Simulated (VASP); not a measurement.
Runs of VASP 6.6.1 on B. The structure is that of space group Fd-3m (No. 227), or close to it. The cells are those of the table. 

```csv
task,spin,cell,k mesh,cutoff (eV),gap on the mesh (eV),pressure (GPa)
single point,off,"a = 2.867 Å, angles 60.0°, 2 atoms",7 × 7 × 7,550,none,-0.1
single point,off,"a = 2.867 Å, angles 60.0°, 2 atoms",15 × 15 × 15,520,none,-0.1
single point,off,"a = 2.828 Å, angles 60.0°, 2 atoms",15 × 15 × 15,520,none,(a)
single point,off,"a = 2.977 Å, angles 60.0°, 2 atoms",15 × 15 × 15,520,none,-16.7
single point,off,"a = 2.867 Å, angles 60.0°, 2 atoms",13 × 13 × 13,520,none,0.0
relaxation of cell and atoms,off,"relaxed from a = 2.925 Å, angles 60.0°, 2 atoms",13 × 13 × 13,600,none,0.0
single point,off,"a = 2.788 Å, angles 60.0°, 2 atoms",15 × 15 × 15,520,none,17.3
single point,"non-collinear, zero start, SOC","a = 2.867 Å, angles 60.0°, 2 atoms",13 × 13 × 13,520,-,0.0
```

Alike in all rows: level r2SCAN; potentials or basis VASP PAW PBE potentials, release 64 (B); smearing fermi-dirac 0.1 eV.

Task: Fill in the values left out.

Result: (a) 7.8.

Caveats: some runs use coarse meshes; the PAW data sets were made with another functional, which shifts forces and pressure a little.

A gap of «none» marks levels without a gap at the run's occupations.
